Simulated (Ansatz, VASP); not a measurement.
BaTiO3: VASP beside Ansatz

```
Ba Ti O
1.0
     3.98410    0.00000    0.00000
     0.00000    2.83705    2.87426
     0.00000   -2.83705    2.87426
Ba Ti O
1 1 3
Direct
  0.00000 0.00807 0.00807
  0.50000 0.52249 0.52249
  0.00000 0.49075 0.49075
  0.50000 0.49271 0.98220
  0.50000 0.98220 0.49271
```

Change from the starting cell: z stretched by +1 %, ions relaxed.

Alike in both runs: functional PBE; k mesh 8 × 8 × 8; occupations fermi-dirac, width 0.02 eV; no spin polarisation.

Ansatz relaxed the structure, and its values are those at the end. VASP's run is a single point on that final structure, the one shown.

|  | VASP | Ansatz |
| --- | --- | --- |
| version | VASP 6.6.1 | Ansatz 0.2.0 |
| potentials or method | VASP PAW PBE potentials, release 64 (Ba_sv, Ti_sv, O) | plane-wave PAW, scalar-relativistic |
| plane-wave cutoff (eV) | 520 | 420 |
| valence electrons in the cell | 40 | 40 |

VASP gave:

| Property | Result |
| --- | --- |
| gap on the k mesh at the Fermi level (eV) | 2.18 |
| pressure (GPa) | 4.7 |
| rms of the force components (eV/Å) | 0.036 |

Question: Estimate Ansatz's values.

Answer: gap on the k mesh at the Fermi level (eV): 2.23; pressure (GPa): 3.0; rms of the force components (eV/Å): 0.009.

The functional is the same, so the differences come from potentials, cutoffs and numerics. Ansatz's warnings: stress scf threshold loose.

Neither program's run includes spin-orbit coupling.
